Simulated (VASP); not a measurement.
Wanted: the native input for a VASP 6.6.1 run.

```yaml
Task: single point
Functional: r2SCAN
Potentials_or_basis: VASP PAW PBE potentials, release 64 (Si, Ge_d)
Cutoff: 520 eV
k_mesh: 12 × 12 × 6
Occupations: gaussian, width 0.05 eV
Spin: no spin polarisation
Dipole_correction: no
Further_INCAR_settings: ALGO = Normal; EDIFF = 1e-07; NBANDS = 26
```

SiGe:

```
Si Ge
1.0
     3.67423    0.00000    0.00000
    -1.83711    3.18198    0.00000
     0.00000    0.00000    7.28450
Si Ge
2 2
Direct
  0.66667 0.33333 0.87461
  0.33333 0.66667 0.37461
  0.66667 0.33333 0.50039
  0.33333 0.66667 0.00039
```

This cell differs from its parent crystal: ratio of the length along z to the lengths across it x 1.2, volume and fractional coordinates fixed.

The input as run:

POSCAR

```
SiGe
1.0
    3.6742293450      0.0000000000      0.0000000000
   -1.8371146725      3.1819759521      0.0000000000
    0.0000000000      0.0000000000      7.2845030610
Si Ge
2 2
Direct
    0.6666666667      0.3333333333      0.8746070000
    0.3333333333      0.6666666667      0.3746070000
    0.6666666667      0.3333333333      0.5003920000
    0.3333333333      0.6666666667      0.0003920000
```

INCAR.step1

```
ALGO = Normal
EDIFF = 1E-4
ENCUT = 520
GGA = PE
ISMEAR = 0
LASPH = True
LCHARG = False
LREAL = False
LWAVE = True
NBANDS = 26
NELM = 80
PREC = Accurate
SIGMA = 0.05
```

INCAR.step2

```
ALGO = Normal
EDIFF = 1E-7
ENCUT = 520
ISIF = 2
ISMEAR = 0
ISTART = 1
LASPH = True
LCHARG = False
LMIXTAU = True
LREAL = False
LWAVE = False
METAGGA = R2SCAN
NBANDS = 26
NELM = 80
PREC = Accurate
SIGMA = 0.05
```

KPOINTS

```
k-points
0
Gamma
  12 12 6
```

Potentials or basis: VASP PAW PBE potentials, release 64 (Si, Ge_d).

Run with:

```console
$ cat potpaw_PBE.64/Si/POTCAR potpaw_PBE.64/Ge_d/POTCAR > POTCAR
$ cp INCAR.step1 INCAR
$ mpirun -np 1 vasp_std > vasp.out
$ cp INCAR.step2 INCAR
$ mpirun -np 1 vasp_std > vasp.out
```

It gave:

| Quantity | Value |
| --- | --- |
| Pressure | 3.9 GPa |
| Largest force | 0.901 eV/Å |
| Band gap on the k mesh | zero (bands 18 and 19 overlap by 0.65 eV) |

Caveat: the stress differs along the axes, from -15 to 13 GPa; semilocal functionals underestimate gaps, and a narrow one can read as zero; the PAW data sets were made with another functional, which shifts forces and pressure a little.

It took 4.9 min on 1 thread of AMD EPYC 9R45 96-Core Processor (Zen 5) (shared host), peak memory 0.27 GiB.
